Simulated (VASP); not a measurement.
Input of a VASP 6.6.1 run:

File INCAR:

```
SYSTEM = K
PREC     = Accurate       ! precision mode
ENCUT    = 520            ! plane-wave cutoff, eV
EDIFF    = 1E-6           ! SCF threshold, eV
ISMEAR   = 0              ! smearing method
SIGMA    = 0.15           ! smearing width, eV
LREAL    = .FALSE.        ! projectors in reciprocal space
LASPH    = .TRUE.         ! aspherical terms in the spheres
NELM     = 80             ! most SCF steps
ALGO     = Fast           ! electronic algorithm
ISIF     = 2              ! what is computed and relaxed
LWAVE    = .FALSE.        ! write WAVECAR
LCHARG   = .TRUE.         ! write CHGCAR
GGA      = PS             ! functional
LELF     = .TRUE.         ! ELF
LVHAR    = .TRUE.       
NBANDS   = 10             ! bands
```

The input KPOINTS:

```
Automatic mesh
0
G
  12 12 12
  0 0 0
```

File POSCAR:

```
K
1.0
    4.4543641170      0.8427175356      0.8427175356
    0.8427175356      4.4543641170      0.8427175356
    0.8427175356      0.8427175356      4.4543641170
K
1
Direct
    0.0000000000      0.0000000000      0.0000000000
```

Potentials or basis: VASP PAW PBE potentials, release 64 (K_sv).

Command:

```console
$ cat potpaw_PBE.64/K_sv/POTCAR > POTCAR
$ mpirun -np 1 vasp_std > vasp.out
```

Task: What does it give for the pressure?

Result: -0.3 GPa.

Stress tensor (GPa, compression positive):
```
-0.32  0.18  0.18
 0.18 -0.32  0.18
 0.18  0.18 -0.32
```

Caveat: the PAW data sets were made with another functional, which shifts forces and pressure a little.
